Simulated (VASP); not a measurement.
# Rh in VASP: relaxation of the atoms with PBE

Aim: the relaxation of the atoms of Rh with PBE.

Everything below comes from runs of VASP 6.6.1. Logs are shortened: lines on timing, memory, paths and dates and some standing lists are left out, and cuts for length are marked.

**1. The cell of the first run**

The cell holds a slab with vacuum, 3 atoms: a = 2.709 Å, b = 2.709 Å, c = 19.830 Å, α = 90.00°, β = 90.00°, γ = 90.00°.

**2. Relaxation of the atoms, PBE**

Contents of INCAR:

```
PREC = Accurate
ENCUT = 450
EDIFF = 1E-7
ISMEAR = -1
SIGMA = 0.05
LREAL = F
LASPH = T
NELM = 120
ALGO = Normal
ISIF = 2
LWAVE = F
LCHARG = F
LDIPOL = T
IDIPOL = 3
DIPOL = 0.5 0.5 0.500
GGA = PE
IBRION = 2
NSW = 60
EDIFFG = -0.01
GGA_COMPAT = F
NELMIN = 4
NELMDL = -8
```

Contents of KPOINTS:

```
Automatic mesh
0
Gamma
  13 13 1
```

Contents of POSCAR:

```
Rh
1.0
    2.7085099833      0.0000000000      0.0000000000
    0.0000000000      2.7085099833      0.0000000000
    0.0000000000      0.0000000000     19.8304000000
Rh
3
Direct
    0.0000000000      0.0000000000      0.4034207189
    0.5000000000      0.5000000000      0.5000000000
    0.0000000000      0.0000000000      0.5965792811
```

Potentials or basis: VASP PAW PBE potentials, release 64 (Rh_pv).

The run is started by

```console
$ cat potpaw_PBE.64/Rh_pv/POTCAR > POTCAR
$ mpirun -np 1 vasp_std > vasp.out
```

OUTCAR:

```text
PREC = Accurate
   ENCUT = 450
   EDIFF = 1E-7
   ISMEAR = -1
   LREAL = F
   LASPH = T
   NELM = 120
   ISIF = 2
   GGA = PE
   IBRION = 2
   NSW = 60
   EDIFFG = -0.01
   NELMIN = 4
   NELMDL = -8

 ion  position               nearest neighbor table
   1  0.000  0.000  0.403-   2 2.71   2 2.71   2 2.71   2 2.71
   2  0.500  0.500  0.500-   1 2.71   3 2.71   1 2.71   3 2.71   1 2.71   3 2.71   1 2.71   3 2.71

   3  0.000  0.000  0.597-   2 2.71   2 2.71   2 2.71   2 2.71

  LATTYP: Found a simple tetragonal cell.
 ALAT       =     2.7085099833
 C/A-ratio  =     7.3215163032

  Lattice vectors:

 A1 = (   2.7085099833,   0.0000000000,   0.0000000000)
 A2 = (   0.0000000000,   2.7085099833,   0.0000000000)
 A3 = (   0.0000000000,   0.0000000000,  19.8304000000)

Analysis of symmetry for initial positions (statically):
=====================================================================
 Subroutine PRICEL returns:
 Original cell was already a primitive cell.

 Routine SETGRP: Setting up the symmetry group for a
 simple tetragonal supercell.

 Subroutine GETGRP returns: Found 16 space group operations
 (whereof 16 operations were pure point group operations)
 out of a pool of 16 trial point group operations.

The static configuration has the point symmetry D_4h.

Analysis of symmetry for dynamics (positions and initial velocities):
=====================================================================
 Subroutine PRICEL returns:
 Original cell was already a primitive cell.

 Routine SETGRP: Setting up the symmetry group for a
 simple tetragonal supercell.

 Subroutine GETGRP returns: Found 16 space group operations
 (whereof 16 operations were pure point group operations)
 out of a pool of 16 trial point group operations.

The dynamic configuration has the point symmetry D_4h.

 Subroutine INISYM returns: Found 16 space group operations
 (whereof 16 operations are pure point group operations),
 and found     1 'primitive' translations

----------------------------------------------------------------------------------------

                                     Primitive cell

  volume of cell :     145.4763

  direct lattice vectors                    reciprocal lattice vectors
     2.708509983  0.000000000  0.000000000     0.369206688  0.000000000  0.000000000
     0.000000000  2.708509983  0.000000000     0.000000000  0.369206688  0.000000000
     0.000000000  0.000000000 19.830400000     0.000000000  0.000000000  0.050427626

  length of vectors
     2.708509983  2.708509983 19.830400000     0.369206688  0.369206688  0.050427626

  position of ions in fractional coordinates (direct lattice)
     0.000000000  0.000000000  0.403420719
     0.500000000  0.500000000  0.500000000
     0.000000000  0.000000000  0.596579281

  ion indices of the primitive-cell ions
   primitive index   ion index
                 1           1
                 2           2
                 3           3

----------------------------------------------------------------------------------------

 KPOINTS: Automatic mesh

Automatic generation of k-mesh.
 Grid dimensions read from file:
 generate k-points for:   13   13    1

 Generating k-lattice:

  Cartesian coordinates                     Fractional coordinates (reciprocal lattice)
     0.028400514  0.000000000  0.000000000     0.076923077  0.000000000  0.000000000
     0.000000000  0.028400514  0.000000000     0.000000000  0.076923077  0.000000000
     0.000000000  0.000000000  0.050427626     0.000000000  0.000000000  1.000000000

  Length of vectors
     0.028400514  0.028400514  0.050427626

  Shift w.r.t. Gamma in fractional coordinates (k-lattice)
     0.000000000  0.000000000  0.000000000

 Subroutine IBZKPT returns following result:
 ===========================================

 Found     28 irreducible k-points:

 Following reciprocal coordinates:
            Coordinates               Weight
  0.000000  0.000000  0.000000      1.000000
  0.076923  0.000000  0.000000      4.000000
  0.153846  0.000000  0.000000      4.000000
  0.230769  0.000000  0.000000      4.000000
  0.307692  0.000000  0.000000      4.000000
  0.384615  0.000000  0.000000      4.000000
[... 16 lines left out ...]
  0.307692  0.307692  0.000000      4.000000
  0.384615  0.307692  0.000000      8.000000
 [... further k-points ...]
   k-points           NKPTS =     28   k-points in BZ     NKDIM =     28   number of bands    NBANDS=     27
   number of dos      NEDOS =    301   number of ions     NIONS =      3
   total plane-waves  NPLWV =  56000
   dimension x,y,z NGX =    20 NGY =   20 NGZ =  140
   dimension x,y,z NGXF=    40 NGYF=   40 NGZF=  280
   ions per type =               3
   NGX,Y,Z   is equivalent  to a cutoff of  12.28, 12.28, 11.74 a.u.
   NGXF,Y,Z  is equivalent  to a cutoff of  24.55, 24.55, 23.47 a.u.
 SYSTEM =  unknown system
   PREC   = accura    normal or accurate (medium, high low for compatibility)
   ISTART =      0    job   : 0-new  1-cont  2-samecut
   ICHARG =      2    charge: 1-file 2-atom 10-const
   ISPIN  =      1    spin polarized calculation?
   LNONCOLLINEAR =      F non collinear calculations
   LSORBIT =      F    spin-orbit coupling
   LASPH  =      T    aspherical Exc in radial PAW
   ENCUT  =  450.0 eV  33.07 Ry    5.75 a.u.   4.68  4.68 34.30*2*pi/ulx,y,z
   NELM   =    120;   NELMIN=  4; NELMDL= -8     # of ELM steps
   EDIFF  = 0.1E-06   stopping-criterion for ELM
   LREAL  =      F    real-space projection
   EDIFFG = -.1E-01   stopping-criterion for IOM
   NSW    =     60    number of steps for IOM
   IBRION =      2    ionic relax: 0-MD 1-quasi-New 2-CG
   NFREE  =      1    steps in history (QN), initial steepest desc. (CG)
   ISIF   =      2    stress and relaxation
   ISYM   =      2    0-nonsym 1-usesym 2-fastsym
   POTIM  = 0.5000    time-step for ionic-motion
   TEBEG  =    0.0;   TEEND  =   0.0 temperature during run
   PSTRESS=    0.0 pullay stress
   NELECT =      45.0000    total number of electrons
   NUPDOWN=      -1.0000    fix difference up-down
   EMIN   =  10.00;   EMAX   =-10.00  energy-range for DOS
   EFERMI =   0.00;   METHOD = LEGACY
   ISMEAR =    -1;   SIGMA  =   0.05  broadening in eV -4-tet -1-fermi 0-gaus
   EFERMI_NEDOS =   21; number of points for ismear=-14 and -15
   IALGO  =     38    algorithm
   IMIX   =      4    mixing-type and parameters
     AMIX     =   0.40;   BMIX     =  1.00
     AMIX_MAG =   1.60;   BMIX_MAG =  1.00
  volume/ion in A,a.u.               =      48.49       327.24
  Fermi-wavevector in a.u.,A,eV,Ry     =   1.107171  2.092251 16.678411  1.225829
  Thomas-Fermi vector in A             =   2.243682
   LORBIT       =      0    0 simple, 1 ext, 2 COOP (PROOUT), +10 PAW based schemes
   GGA     = PE    functional components
   LHFCALC =     F    Hartree Fock is set to
   AEXX    =    0.0000 exact exchange contribution
   IVDW    =     0    specifies the selected vdW correction
   LEPSILON=     F    determine dielectric tensor
   LRPA    =     F    only Hartree local field effects (RPA)
 conjugate gradient relaxation of ions
 non-spin polarized calculation
  energy-cutoff  :      450.00
  volume of cell :      145.48
 maximum number of plane-waves:      3209
 NGX is ok and might be reduce to    20
   NGX =  9   NGY =  9   NGZ = 69

--------------------------------------- Ionic step        1  -------------------------------------------

 number of electron      45.0000003 magnetization

 Free energy of the ion-electron system (eV)
  ---------------------------------------------------
  ext. energy  EPLUGINS =         0.00000000
  ---------------------------------------------------
  free energy    TOTEN  =       -19.61583824 eV

  energy without entropy =      -19.57816426  energy(sigma->0) =      -19.59700125

------------------------ aborting loop because EDIFF is reached ----------------------------------------

  FORCE on cell =-STRESS in cart. coord.  units (eV):
  Direction    XX          YY          ZZ          XY          YZ          ZX
  --------------------------------------------------------------------------------------
  -------------------------------------------------------------------------------------
  Total       -3.4751346     -3.4751346     -2.5427443      0.0000000      0.0000000      0.0000000
  in kB      -38.2727664    -38.2727664    -28.0040550      0.0000000      0.0000000      0.0000000
  external PRESSURE =     -34.8498626 kB  Pullay stress =       0.0000000 kB
[... 61 lines left out ...]
--------------------------------------- Ionic step        3  -------------------------------------------

 number of electron      45.0000003 magnetization

 dipolmoment           0.000000      0.000000      0.000000 electrons x Angstroem

------------------------ aborting loop because EDIFF is reached ----------------------------------------

 vacuum level on the upper side and lower side of the slab       (xc-potential included)         0.001         0.001

  FORCE on cell =-STRESS in cart. coord.  units (eV):
  Direction    XX          YY          ZZ          XY          YZ          ZX
  --------------------------------------------------------------------------------------
  -------------------------------------------------------------------------------------
  Total       -2.0860364     -2.0860364     -0.1141921      0.0000000      0.0000000      0.0000000
  in kB      -22.9741844    -22.9741844     -1.2576336      0.0000000      0.0000000      0.0000000
  external PRESSURE =     -15.7353342 kB  Pullay stress =       0.0000000 kB
[... 24 lines left out ...]
--------------------------------------- Ionic step        4  -------------------------------------------

 number of electron      45.0000003 magnetization

 dipolmoment           0.000000      0.000000     -0.000000 electrons x Angstroem

 Free energy of the ion-electron system (eV)
  ---------------------------------------------------
  ext. energy  EPLUGINS =         0.00000000
  ---------------------------------------------------
  free energy    TOTEN  =       -19.66714888 eV

  energy without entropy =      -19.62818413  energy(sigma->0) =      -19.64766650

 E-fermi :  -0.1259     XC(G=0):  -4.9638

 val. band max:       -0.1369068773   @ k =   0.4615   0.4615   0.0000
 cond. band min:      -0.0948778068   @ k =   0.0769   0.0000   0.0000
 fundamental gap:      0.0420290705
 Fermi energy:        -0.1259145669

 k-point     1 :       0.0000    0.0000    0.0000
  band No.  band energies     occupation
      1     -46.9926      2.00000
      2     -46.7826      2.00000
      3     -46.7826      2.00000
      4     -46.2020      2.00000
      5     -46.1109      2.00000
      6     -46.1109      2.00000
[... 709 lines left out ...]
     26       4.1278      0.00000
     27       6.5664      0.00000

 [... further k-points ...]

------------------------ aborting loop because EDIFF is reached ----------------------------------------

 vacuum level on the upper side and lower side of the slab       (xc-potential included)        -0.009        -0.009

  FORCE on cell =-STRESS in cart. coord.  units (eV):
  Direction    XX          YY          ZZ          XY          YZ          ZX
  --------------------------------------------------------------------------------------
  -------------------------------------------------------------------------------------
  Total       -2.0550508     -2.0550508     -0.0642197      0.0000000      0.0000000      0.0000000
  in kB      -22.6329299    -22.6329299     -0.7072717      0.0000000      0.0000000      0.0000000
  external PRESSURE =     -15.3243772 kB  Pullay stress =       0.0000000 kB
[... 18 lines left out ...]
  FREE ENERGIE OF THE ION-ELECTRON SYSTEM (eV)
  ---------------------------------------------------
  free  energy   TOTEN  =       -19.6671488765 eV

  energy  without entropy=      -19.6281841265  energy(sigma->0) =      -19.64766650

 reached required accuracy - stopping structural energy minimisation

 vacuum level on the upper side and lower side of the slab         4.773         4.773
```

It took 11 min on 1 thread of Oxide Virtual Turin-like, shared host; peak memory 0.23 GiB.

What came out:

```
Free energy               : -19.6671 eV
Energy gained by relaxing : 17.1 meV/atom
Ionic steps               : 4
Band gap on the k mesh    : zero (an odd number of electrons rules out a gap without spin polarisation)
```

The path:
```tsv
step	energy change (eV)	largest force (eV/Å)	pressure (GPa)
1	0.0000	0.6464	-3.48
2	-0.0328	0.4012	-2.74
3	-0.0513	0.0129	-1.57
4	-0.0513	0.0011	-1.53
```

Final structure:
```cif
data_structure
_symmetry_space_group_name_H-M 'P 1'
_symmetry_Int_Tables_number 1
_cell_length_a 2.7085
_cell_length_b 2.7085
_cell_length_c 19.8304
_cell_angle_alpha 90.000
_cell_angle_beta 90.000
_cell_angle_gamma 90.000
_cell_volume 145.48
loop_
_atom_site_label
_atom_site_type_symbol
_atom_site_fract_x
_atom_site_fract_y
_atom_site_fract_z
_atom_site_occupancy
Rh1 Rh 0.00000 0.00000 0.40727 1
Rh2 Rh 0.50000 0.50000 0.50000 1
Rh3 Rh 0.00000 0.00000 0.59273 1
```

The gap in the log of VASP goes by the Fermi energy; the results here count the filled bands.